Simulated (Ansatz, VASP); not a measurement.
**One calculation of SiC, two programs**

```
Si C
1.0
     2.36687    0.00000    0.00000
     0.00000    2.36687    0.00000
     0.00000    0.00000    2.36687
Si C
1 1
Cartesian
  0.0000 0.0000 0.0000
  1.1834 1.1834 1.1834
```

Change from the starting cell: volume scaled by 0.72, LAPW.

Alike in both runs: task single point; functional PBE; k mesh 14 × 14 × 14; occupations fermi-dirac, width 0.08 eV; no spin polarisation.

|  | VASP | Ansatz |
| --- | --- | --- |
| version | VASP 6.6.1 | Ansatz 0.2.0 |
| potentials or method | VASP PAW PBE potentials, release 64 (Si, C), cutoff 600 eV | all-electron LAPW, scalar-relativistic |

Ansatz gave:

* pressure (GPa): 116.3

**Question.** What did VASP give for the same quantities?

**Answer.** Pressure (GPa): 116.0.

Both programs put the cell under a high pressure, so it lies far from rest at this level. Ansatz ran all-electron here, and VASP with PAW potentials.

Noted on VASP's run: the cell as given lies far from equilibrium.
